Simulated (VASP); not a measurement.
# C in VASP: notebook

C is run at these levels: PBE+D3(BJ); tasks: single point.

All numbers are computed with VASP 6.6.1; they aren't measurements. Logs are shortened: lines on timing, memory, paths and dates and some standing lists are left out, and cuts for length are marked.

### Step 1. The cell of the first run

The cell holds a slab with vacuum, 2 atoms: a = 2.328 Å, b = 2.328 Å, c = 26.002 Å, α = 90.00°, β = 90.00°, γ = 120.00°.

### Step 2. Single point, PBE+D3(BJ)

Contents of INCAR:

```
ALGO = Normal
DIPOL = 0.5 0.5 0.500
EDIFF = 1E-7
ENCUT = 520
GGA = PE
IDIPOL = 3
ISIF = 2
ISMEAR = 0
IVDW = 12
LASPH = True
LCHARG = False
LDIPOL = True
LREAL = False
LWAVE = False
NBANDS = 11
NELM = 80
PREC = Accurate
SIGMA = 0.1
```

Contents of KPOINTS:

```
k-points
0
Gamma
  21 21 1
```

Contents of POSCAR:

```
C
1.0
    2.3280000000      0.0000000000      0.0000000000
   -1.1640000000      2.0161071400      0.0000000000
    0.0000000000      0.0000000000     26.0024170307
C
2
Direct
    0.6666666667      0.3333333333      0.5164792373
    0.3333333333      0.6666666667      0.4835207627
```

Potentials or basis: VASP PAW PBE potentials, release 64 (C).

Launch:

```
$ cat potpaw_PBE.64/C/POTCAR > POTCAR
$ mpirun -np 1 vasp_std > vasp.out
```

OUTCAR:

```text
EDIFF = 1E-7
   ENCUT = 520
   GGA = PE
   ISIF = 2
   ISMEAR = 0
   IVDW = 12
   LASPH = True
   LREAL = False
   NELM = 80
   PREC = Accurate
 IVDW          = 12

 ion  position               nearest neighbor table
   1  0.667  0.333  0.516-   2 1.59   2 1.59   2 1.59
   2  0.333  0.667  0.484-   1 1.59   1 1.59   1 1.59

  LATTYP: Found a hexagonal cell.
 ALAT       =     2.3280000000
 C/A-ratio  =    11.1694231232

  Lattice vectors:

 A1 = (   2.3280000000,   0.0000000000,   0.0000000000)
 A2 = (  -1.1640000000,   2.0161071400,   0.0000000000)
 A3 = (   0.0000000000,   0.0000000000,  26.0024170307)

Analysis of symmetry for initial positions (statically):
=====================================================================
 Subroutine PRICEL returns:
 Original cell was already a primitive cell.

 Routine SETGRP: Setting up the symmetry group for a
 hexagonal supercell.

 Subroutine GETGRP returns: Found 12 space group operations
 (whereof 12 operations were pure point group operations)
 out of a pool of 24 trial point group operations.

The static configuration has the point symmetry D_3d.

Analysis of symmetry for dynamics (positions and initial velocities):
=====================================================================
 Subroutine PRICEL returns:
 Original cell was already a primitive cell.

 Routine SETGRP: Setting up the symmetry group for a
 hexagonal supercell.

 Subroutine GETGRP returns: Found 12 space group operations
 (whereof 12 operations were pure point group operations)
 out of a pool of 24 trial point group operations.

The dynamic configuration has the point symmetry D_3d.

 Subroutine INISYM returns: Found 12 space group operations
 (whereof 12 operations are pure point group operations),
 and found     1 'primitive' translations

----------------------------------------------------------------------------------------

                                     Primitive cell

  volume of cell :     122.0423

  direct lattice vectors                    reciprocal lattice vectors
     2.328000000  0.000000000  0.000000000     0.429553265  0.248002693  0.000000000
    -1.164000000  2.016107140  0.000000000     0.000000000  0.496005386  0.000000000
     0.000000000  0.000000000 26.002417031     0.000000000  0.000000000  0.038457963

  length of vectors
     2.328000000  2.328000000 26.002417031     0.496005386  0.496005386  0.038457963

  position of ions in fractional coordinates (direct lattice)
     0.666666667  0.333333333  0.516479237
     0.333333333  0.666666667  0.483520763

  ion indices of the primitive-cell ions
   primitive index   ion index
[... 90 lines left out ...]
   EFERMI_NEDOS =   21; number of points for ismear=-14 and -15
   IALGO  =     38    algorithm
   IMIX   =      4    mixing-type and parameters
     AMIX     =   0.40;   BMIX     =  1.00
     AMIX_MAG =   1.60;   BMIX_MAG =  1.00
  volume/ion in A,a.u.               =      61.02       411.79
  Fermi-wavevector in a.u.,A,eV,Ry     =   0.660087  1.247384  5.928266  0.435715
  Thomas-Fermi vector in A             =   1.732426
   LORBIT       =      0    0 simple, 1 ext, 2 COOP (PROOUT), +10 PAW based schemes
   GGA     = PE    functional components
   LHFCALC =     F    Hartree Fock is set to
   AEXX    =    0.0000 exact exchange contribution
   IVDW    =    12    specifies the selected vdW correction
   LEPSILON=     F    determine dielectric tensor
   LRPA    =     F    only Hartree local field effects (RPA)
 non-spin polarized calculation
 Gauss-broadening in eV      SIGMA  =   0.10
  energy-cutoff  :      520.00
  volume of cell :      122.04
 maximum number of plane-waves:      3367
 NGX is ok and might be reduce to    18
   NGX =  9   NGY =  9   NGZ = 97

 number of electron       8.0000000 magnetization

 dipolmoment           0.000000      0.000000     -0.000000 electrons x Angstroem

 Free energy of the ion-electron system (eV)
  ---------------------------------------------------
  ext. energy  EPLUGINS =         0.00000000
  ---------------------------------------------------
  free energy    TOTEN  =       -12.47444455 eV

  energy without entropy =      -12.46637931  energy(sigma->0) =      -12.47041193

 E-fermi :  -4.3649     XC(G=0):  -1.9955

 val. band max:       -4.3758219137   @ k =   0.3810   0.2381   0.0000
 cond. band min:      -4.3360566767   @ k =   0.3333   0.2857   0.0000
 fundamental gap:      0.0397652370
 Fermi energy:        -4.3648714516

 k-point     1 :       0.0000    0.0000    0.0000
  band No.  band energies     occupation
      1     -23.2403      2.00000
      2     -12.2219      2.00000
      3      -5.1670      2.00000
      4      -2.0890      0.00000
      5      -2.0890      0.00000
      6       0.9046      0.00000
      7       1.2387      0.00000
      8       1.6365      0.00000
      9       1.9263      0.00000
     10       2.6604      0.00000
     11       3.1153      0.00000
[... 309 lines left out ...]
 k-point    24 :       0.1905    0.0952    0.0000
  band No.  band energies     occupation
      1     -21.4180      2.00000
      2     -10.4654      2.00000
      3      -7.6135      2.00000
      4      -5.2424      2.00000
      5      -3.8403      0.00000
      6       3.1729      0.00000
      7       3.2179      0.00000
      8       3.8412      0.00000
      9       4.1975      0.00000
     10       4.2646      0.00000
     11       5.0321      0.00000

 [... further k-points ...]

------------------------ aborting loop because EDIFF is reached ----------------------------------------

 vacuum level on the upper side and lower side of the slab       (xc-potential included)        -0.010        -0.010

 Edisp (eV)   -0.16697

 E8    (eV) :    -0.0521

  FORCE on cell =-STRESS in cart. coord.  units (eV):
  Direction    XX          YY          ZZ          XY          YZ          ZX
  --------------------------------------------------------------------------------------
  -------------------------------------------------------------------------------------
  Total       3.90459     3.90459    -6.97278     0.00000     0.00000    -0.00000
  in kB      51.25965    51.25965   -91.53898     0.00000     0.00000    -0.00000
  external pressure =        3.66 kB  Pullay stress =        0.00 kB

 VOLUME and BASIS-vectors are now :
 -----------------------------------------------------------------------------
  energy-cutoff  :      520.00
  volume of cell :      122.04
      direct lattice vectors                 reciprocal lattice vectors
     2.328000000  0.000000000  0.000000000     0.429553265  0.248002693  0.000000000
    -1.164000000  2.016107140  0.000000000     0.000000000  0.496005386  0.000000000
     0.000000000  0.000000000 26.002417031     0.000000000  0.000000000  0.038457963

 POSITION                                       TOTAL-FORCE (eV/Angst)
 -----------------------------------------------------------------------------------
      1.16400      0.67204     13.42971         0.000000     -0.000000     -8.121308
     -0.00000      1.34407     12.57271        -0.000000      0.000000      8.121308
 -----------------------------------------------------------------------------------
    total drift:                                0.000000      0.000000     -0.000000

  FREE ENERGIE OF THE ION-ELECTRON SYSTEM (eV)
  ---------------------------------------------------
  free  energy   TOTEN  =       -12.6414146508 eV

  energy  without entropy=      -12.6333494094  energy(sigma->0) =      -12.63738203

 vacuum level on the upper side and lower side of the slab         1.426         1.426
```

Run time: 3.3 min. Hardware: 1 thread of AMD EPYC 7R13 (Zen 3), shared host; peak memory 0.22 GiB.

What came out:

* Free energy: -12.6414 eV
* Largest force: 8.121 eV/Å
* Band gap on the k mesh: zero (band 4 reaches -2.09 eV, above the bottom of band 5 at -4.76 eV)
* Dispersion energy per atom: -0.083 eV

Forces in eV/Å, atoms in the order of the input:
```
C    0.000  0.000 -8.121
C    0.000  0.000  8.121
```

Levels at points of the mesh, in eV from the Fermi level:
| k point | band 1 | band 2 | band 3 | band 4 | band 5 | band 6 | band 7 | band 8 | band 9 |
| --- | --- | --- | --- | --- | --- | --- | --- | --- | --- |
| (0.00, 0.00, 0.00) | -18.88 | -7.86 | -0.80 | 2.28 | 2.28 | 5.27 | 5.60 | 6.00 | 6.29 |

### Step 3. Single point, PBE+D3(BJ)

This run uses another cell than the first one, of 66.10 Å³/atom, 1.083 times its volume.

Contents of INCAR:

```
PREC = Accurate
ENCUT = 520
EDIFF = 1E-7
ISMEAR = 0
SIGMA = 0.1
LREAL = F
LASPH = T
NELM = 60
ALGO = Normal
ISIF = 2
LWAVE = F
LCHARG = T
LDIPOL = T
IDIPOL = 3
DIPOL = 0.5 0.5 0.500
GGA = PE
IVDW = 12
LELF = T
LVHAR = T
LVACPOTAV = T
NBANDS = 11
```

Contents of KPOINTS:

```
regular mesh
0
Gamma
  21 21 1
```

Contents of POSCAR:

```
C
1.0
    2.4230000000      0.0000000000      0.0000000000
   -1.2115000000      2.0983795534      0.0000000000
    0.0000000000      0.0000000000     26.0024170307
C
2
Direct
    0.6666666667      0.3333333333      0.5054994888
    0.3333333333      0.6666666667      0.4945005112
```

Potentials or basis: VASP PAW PBE potentials, release 64 (C).

Launch:

```
$ cat potpaw_PBE.64/C/POTCAR > POTCAR
$ mpirun -np 1 vasp_std > vasp.out
```

OUTCAR:

```text
PREC = Accurate
   ENCUT = 520
   EDIFF = 1E-7
   ISMEAR = 0
   LREAL = F
   LASPH = T
   NELM = 60
   ISIF = 2
   GGA = PE
   IVDW = 12
 IVDW          = 12

 ion  position               nearest neighbor table
   1  0.667  0.333  0.505-   2 1.43   2 1.43   2 1.43
   2  0.333  0.667  0.495-   1 1.43   1 1.43   1 1.43

  LATTYP: Found a hexagonal cell.
 ALAT       =     2.4230000000
 C/A-ratio  =    10.7314969173

  Lattice vectors:

 A1 = (   2.4230000000,   0.0000000000,   0.0000000000)
 A2 = (  -1.2115000000,   2.0983795534,   0.0000000000)
 A3 = (   0.0000000000,   0.0000000000,  26.0024170307)

Analysis of symmetry for initial positions (statically):
=====================================================================
 Subroutine PRICEL returns:
 Original cell was already a primitive cell.

 Routine SETGRP: Setting up the symmetry group for a
 hexagonal supercell.

 Subroutine GETGRP returns: Found 12 space group operations
 (whereof 12 operations were pure point group operations)
 out of a pool of 24 trial point group operations.

The static configuration has the point symmetry D_3d.
[... 181 lines left out ...]
      7       1.2253      0.00000
      8       1.7092      0.00000
      9       1.8743      0.00000
     10       2.9007      0.00000
     11       3.0554      0.00000
[... 309 lines left out ...]
 k-point    24 :       0.1905    0.0952    0.0000
  band No.  band energies     occupation
      1     -21.1168      2.00000
      2      -9.8145      2.00000
      3      -8.8101      2.00000
      4      -7.8800      2.00000
      5       1.1390      0.00000
      6       3.0986      0.00000
      7       3.3423      0.00000
      8       3.6843      0.00000
      9       3.8631      0.00000
     10       4.4968      0.00000
     11       5.0413      0.00000

 [... further k-points ...]

------------------------ aborting loop because EDIFF is reached ----------------------------------------

 vacuum level on the upper side and lower side of the slab       (xc-potential included)        -0.109        -0.109

 Edisp (eV)   -0.17691

 E8    (eV) :    -0.0553

  FORCE on cell =-STRESS in cart. coord.  units (eV):
  Direction    XX          YY          ZZ          XY          YZ          ZX
  --------------------------------------------------------------------------------------
  -------------------------------------------------------------------------------------
  Total       2.44014     2.44014    -1.39705     0.00000     0.00000    -0.00000
  in kB      29.57157    29.57157   -16.93057     0.00000     0.00000    -0.00000
  external pressure =       14.07 kB  Pullay stress =        0.00 kB

 VOLUME and BASIS-vectors are now :
 -----------------------------------------------------------------------------
  energy-cutoff  :      520.00
  volume of cell :      132.21
      direct lattice vectors                 reciprocal lattice vectors
     2.423000000  0.000000000  0.000000000     0.412711515  0.238279104  0.000000000
    -1.211500000  2.098379553  0.000000000     0.000000000  0.476558208  0.000000000
     0.000000000  0.000000000 26.002417031     0.000000000  0.000000000  0.038457963

 POSITION                                       TOTAL-FORCE (eV/Angst)
 -----------------------------------------------------------------------------------
      1.21150      0.69946     13.14421         0.000000      0.000000     -4.845523
     -0.00000      1.39892     12.85821        -0.000000     -0.000000      4.845523
 -----------------------------------------------------------------------------------
    total drift:                                0.000000     -0.000000     -0.000000

  FREE ENERGIE OF THE ION-ELECTRON SYSTEM (eV)
  ---------------------------------------------------
  free  energy   TOTEN  =       -17.8946942963 eV

  energy  without entropy=      -17.8941825597  energy(sigma->0) =      -17.89443843

 vacuum level on the upper side and lower side of the slab         1.182         1.182
```

Wall time 2.6 min (1 thread of AMD EPYC 7R43 (Zen 3), shared host); peak memory 0.22 GiB.

Results:

```
Free energy                     : -17.8947 eV
Largest force                   : 4.846 eV/Å
Band gap on the k mesh          : zero (filled and empty bands touch)
Dispersion energy per atom      : -0.088 eV
Work function of the upper face : 4.30 eV
Work function of the lower face : 4.30 eV
```

Forces in eV/Å, atoms in the order of the input:
```
C    0.000  0.000 -4.846
C    0.000  0.000  4.846
```
